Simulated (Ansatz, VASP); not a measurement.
# Au in VASP and in Ansatz

```
Au
1.0
     1.41131   -2.55593    0.00000
     1.41131    2.55593    0.00000
     0.00000    0.00000    4.89317
Au
2
Direct
  0.66533 0.33467 0.25000
  0.33467 0.66533 0.75000
```

Alike in both runs: task single point; functional PBE; k mesh 24 × 24 × 12; occupations gaussian, width 0.15 eV; no spin polarisation.

```csv
,VASP,Ansatz
version,VASP 6.6.1,Ansatz 0.2.0
potentials or method,"VASP PAW PBE potentials, release 64 (Au), cutoff 500 eV","scalar-relativistic, plane waves, PAW"
valence electrons in the cell,22,38
```

VASP gave:

```
gap on the k mesh at the Fermi level (eV)                     : none
pressure (GPa)                                                : 2.9
traceless stress, the component that is largest in VASP (GPa) : 1.90
rms of the force components (eV/Å)                            : 0.011
```

Task: Estimate Ansatz's values.

Result: gap on the k mesh at the Fermi level (eV): none; pressure (GPa): 3.1; traceless stress, the component that is largest in VASP (GPa): 1.91; rms of the force components (eV/Å): 0.011.

Atom by atom the forces differ by 0.000 eV/Å (rms over components). A gap of «none» marks a metal or a gap that the smearing closes. VASP's potentials hold 22 valence electrons a cell and Ansatz's 38, so a difference there can come from the potentials and not from the codes.

Neither program's run includes spin-orbit coupling.
